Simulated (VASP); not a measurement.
# TePb: single point with PBE

The system is TePb.

```xyz
2
Lattice="0.0000 3.1650 3.1650 3.1650 0.0000 3.1650 3.1650 3.1650 0.0000" Properties=species:S:1:pos:R:3 pbc="T T T"
Te    3.1650    3.1650    3.1650
Pb    0.0000    0.0000    0.0000
```

```yaml
Program: VASP 6.6.1
Task: single point
Functional: PBE
Potentials_or_basis: VASP PAW PBE potentials, release 64 (Te, Pb_d)
Cutoff: 520 eV
k_mesh: 5 × 5 × 5
Occupations: gaussian, width 0.01 eV
Spin: no spin polarisation
```

```
Pressure : 5.5 GPa
```

Levels at points of the mesh, in eV from the Fermi level:
```csv
k point,band 7,band 8,band 9,band 10,band 11,band 12,band 13,band 14
"(0.00, 0.00, 0.00)",-5.33,-1.50,-1.50,-1.50,4.24,4.24,4.24,5.74
```

Wall time 22 s on 1 thread of Intel Xeon 8259CL, on a shared host, peak memory 0.2 GiB.

Caveat: this odd mesh misses L, where the gap lies, so gap, dielectric constants and Born charges aren't listed; spin-orbit coupling is left out, which moves the levels of the heavy elements.
